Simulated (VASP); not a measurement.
A run of VASP 6.6.1 is set up as follows.

File POSCAR:

```
Os
1.0
    2.7072574962      0.0000000000      0.0000000000
   -1.3536287481      2.3445537663      0.0000000000
    0.0000000000      0.0000000000      4.2832219588
Os
2
Direct
    0.3333333333      0.6666666667      0.2500000000
    0.6666666667      0.3333333333      0.7500000000
```

INCAR.step1

```
SYSTEM = Os
ALGO = Normal
EDIFF = 1E-5
ENCUT = 620
GGA = PE
GGA_COMPAT = .False.
ISMEAR = 0
LASPH = .True.
LCHARG = .False.
LREAL = .False.
LWAVE = .True.
NBANDS = 23
NELM = 120
PREC = Accurate
SIGMA = 0.1
```

INCAR.step2

```
SYSTEM = Os
ALGO = Normal
EDIFF = 1E-6
ENCUT = 620
GGA_COMPAT = .False.
ISIF = 2
ISMEAR = 0
ISTART = 1
LASPH = .True.
LCHARG = .False.
LMIXTAU = .True.
LREAL = .False.
LWAVE = .False.
METAGGA = R2SCAN
NBANDS = 23
NELM = 120
PREC = Accurate
SIGMA = 0.1
```

File KPOINTS:

```
k-points
0
Gamma
  18 18 10
  0 0 0
```

Potentials or basis: VASP PAW PBE potentials, release 64 (Os_sv_GW).

The run is started by

```sh
$ cat potpaw_PBE.64/Os_sv_GW/POTCAR > POTCAR
$ cp INCAR.step1 INCAR
$ mpirun -np 1 vasp_std > vasp.out
$ cp INCAR.step2 INCAR
$ mpirun -np 1 vasp_std > vasp.out
```

Question: Estimate the pressure.

Answer: 13.3 GPa.

Question: Predict the band gap on the k mesh.

Answer: Zero (bands 16 and 17 overlap by 4.30 eV).

Caveat: the cell stands under pressure; the PAW data sets were made with another functional, which shifts forces and pressure a little; spin-orbit coupling is left out, which moves the levels of the heavy elements.
